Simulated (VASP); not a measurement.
Input of a VASP 6.6.1 run:

File INCAR:

```
ALGO     = Normal         # electronic algorithm
EDIFF    = 1E-7           # SCF threshold, eV
ENCUT    = 520            # plane-wave cutoff, eV
GGA      = PE             # functional
ISIF     = 2              # what is computed and relaxed
ISMEAR   = 0              # smearing method
LASPH    = True           # aspherical terms in the spheres
LCHARG   = True           # write CHGCAR
LELF     = True           # ELF
LREAL    = False          # projectors in reciprocal space
LVHAR    = True         
LWAVE    = False          # write WAVECAR
NBANDS   = 12             # bands
NELM     = 60             # most SCF steps
PREC     = Accurate       # precision mode
SIGMA    = 0.01           # smearing width, eV
```

KPOINTS

```
k-points
0
Gamma
  6 6 6
```

Contents of POSCAR:

```
LiCl
1.0
    0.0000000000      2.5560252063      2.5560252063
    2.5560252063      0.0000000000      2.5560252063
    2.5560252063      2.5560252063      0.0000000000
Li Cl
1 1
Direct
    0.0000000000      0.0000000000      0.0000000000
    0.5000000000      0.5000000000      0.5000000000
```

Potentials or basis: VASP PAW PBE potentials, release 64 (Li_sv, Cl).

Command:

```sh
$ cat potpaw_PBE.64/Li_sv/POTCAR potpaw_PBE.64/Cl/POTCAR > POTCAR
$ mpirun -np 1 vasp_std > vasp.out
```

Question: What does it give for the band gap on the k mesh?

Answer: 6.40 eV, direct.

 Expect the measured gap to be larger: semilocal functionals such as PBE lack the derivative discontinuity.
